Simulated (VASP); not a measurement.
Here is a VASP 6.6.1 calculation.

File INCAR:

```
SYSTEM = Na
PREC = Accurate ; ENCUT = 500
EDIFF = 1E-6 ; ISMEAR = 0
SIGMA = 0.1 ; LREAL = .FALSE.
LASPH = .TRUE. ; NELM = 120
ALGO = Normal ; ISIF = 2
LWAVE = .FALSE. ; LCHARG = .FALSE.
GGA = PE ; NBANDS = 10
GGA_COMPAT = .FALSE.
```

KPOINTS

```
Automatic mesh
0
G
  8 8 8
  0 0 0
```

The input POSCAR:

```
Na
1.0
   -1.7260576116      1.7260576116      1.6137866414
    1.7260576116     -1.7260576116      1.6137866414
    1.7260576116      1.7260576116     -1.6137866414
Na
1
Direct
    0.0000000000      0.0000000000      0.0000000000
```

Potentials or basis: VASP PAW PBE potentials, release 64 (Na_pv).

The run is started by

```sh
$ cat potpaw_PBE.64/Na_pv/POTCAR > POTCAR
$ mpirun -np 1 vasp_std > vasp.out
```

Problem. Estimate the pressure.

Solution. 17.1 GPa.

Problem. Predict the band gap on the k mesh.

Solution. Zero (an odd number of electrons rules out a gap without spin polarisation).

Stress tensor (GPa, compression positive):
```
17.26  0.00  0.00
 0.00 17.26  0.00
 0.00  0.00 16.91
```

Caveat: the cell stands under pressure.
